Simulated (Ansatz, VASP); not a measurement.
**Two plane-wave programs on C**

```
CELL_PARAMETERS angstrom
0.00000 1.58891 2.24672
1.58891 0.00000 2.24672
1.58891 1.58891 0.00000
ATOMIC_POSITIONS crystal
C 0.50000 0.50000 0.50000
C 0.75000 0.75000 0.75000
```

Alike in both runs: task single point; functional r2SCAN; k mesh 12 × 12 × 12; occupations gaussian, width 0.05 eV; no spin polarisation.

```csv
,VASP,Ansatz
version,VASP 6.6.1,Ansatz 0.2.0
potentials or method,"VASP PAW PBE potentials, release 64 (C), cutoff 520 eV","scalar-relativistic, plane waves, PAW"
valence electrons in the cell,8,8
```

|  | VASP | Ansatz | Ansatz less VASP |
| --- | --- | --- | --- |
| gap on the k mesh at the Fermi level (eV) | none | none | - |
| pressure (GPa) | 7.4 | 6.5 | -0.85 |
| traceless stress, the component that is largest in VASP (GPa) | -279.19 | -280.00 | -0.806 |

VASP's potentials were made for PBE, not for r2SCAN. A gap of «none» marks a metal or a gap that the smearing closes.
